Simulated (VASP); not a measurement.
A run of VASP 6.6.1:

INCAR

```
ALGO     = Normal         # electronic algorithm
EDIFF    = 1E-6           # SCF threshold, eV
ENCUT    = 520            # plane-wave cutoff, eV
GGA      = PS             # functional
ISIF     = 2              # what is computed and relaxed
ISMEAR   = 0              # smearing method
LASPH    = True           # aspherical terms in the spheres
LCHARG   = True           # write CHGCAR
LELF     = True           # ELF
LREAL    = False          # projectors in reciprocal space
LVHAR    = True         
LWAVE    = False          # write WAVECAR
NBANDS   = 21             # bands
NELM     = 80             # most SCF steps
PREC     = Accurate       # precision mode
SIGMA    = 0.1            # smearing width, eV
```

File KPOINTS:

```
k-points
0
Gamma
  10 10 8
```

POSCAR

```
HfH2
1.0
    3.3603410458      0.0000000000      0.0000000000
    0.0000000000      3.3603410458      0.0000000000
    0.0000000000      0.0000000000      4.4565528542
Hf H
2 4
Direct
    0.0000000000      0.0000000000      0.0000000000
    0.5000000000      0.5000000000      0.5000000000
    0.0000000000      0.5000000000      0.2500000000
    0.5000000000      0.0000000000      0.2500000000
    0.5000000000      0.0000000000      0.7500000000
    0.0000000000      0.5000000000      0.7500000000
```

Potentials or basis: VASP PAW PBE potentials, release 64 (Hf_pv, H).

Launch:

```sh
$ cat potpaw_PBE.64/Hf_pv/POTCAR potpaw_PBE.64/H/POTCAR > POTCAR
$ mpirun -np 1 vasp_std > vasp.out
```

Hardware: 1 thread of Intel(R) Xeon(R) 6975P-C (Granite Rapids), on a shared host.

Estimate the wall time of this run.

It took 43 s on 1 thread of Intel(R) Xeon(R) 6975P-C (Granite Rapids), on a shared host, peak memory 0.24 GiB. Counts: scf iterations 13, k points 105.
